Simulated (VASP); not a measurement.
A run of VASP 6.6.1 is set up as follows.

File INCAR:

```
PREC     = Accurate       # precision mode
ENCUT    = 520            # plane-wave cutoff, eV
EDIFF    = 1E-7           # SCF threshold, eV
ISMEAR   = 0              # smearing method
SIGMA    = 0.05           # smearing width, eV
LREAL    = False          # projectors in reciprocal space
LASPH    = True           # aspherical terms in the spheres
NELM     = 80             # most SCF steps
ALGO     = Normal         # electronic algorithm
ISIF     = 2              # what is computed and relaxed
LWAVE    = False          # write WAVECAR
LCHARG   = False          # write CHGCAR
GGA      = CA             # functional
NBANDS   = 35             # bands
```

The input KPOINTS:

```
regular mesh
0
Gamma
  6 6 10
```

Contents of POSCAR:

```
SnO2
1.0
    4.8428372877      0.0000000000      0.0000000000
    0.0000000000      4.8433510965      0.0000000000
    0.0000000000      0.0000000000      3.2717187646
Sn O
2 4
Direct
    0.5000000000      0.5000000000      0.5000000000
    0.0000000000      0.0000000000      0.0000000000
    0.3080031304      0.3080509294      0.0000000000
    0.8080031304      0.1919490706      0.5000000000
    0.1919968696      0.8080509294      0.5000000000
    0.6919968696      0.6919490706      0.0000000000
```

Potentials or basis: VASP PAW LDA potentials, release 64 (Sn_d, O).

Run with:

```sh
$ cat potpaw_LDA.64/Sn_d/POTCAR potpaw_LDA.64/O/POTCAR > POTCAR
$ mpirun -np 1 vasp_std > vasp.out
```

Problem. Estimate the pressure.

Solution. -12.5 GPa.

Problem. Estimate the largest force.

Solution. 0.030 eV/Å.

Forces on the atoms (eV/Å):
```
Sn   0.000  0.000  0.000
Sn   0.000  0.000  0.000
O   -0.021 -0.021  0.000
O   -0.021  0.021  0.000
O    0.021 -0.021  0.000
O    0.021  0.021  0.000
```

Caveat: the cell stands under tension.
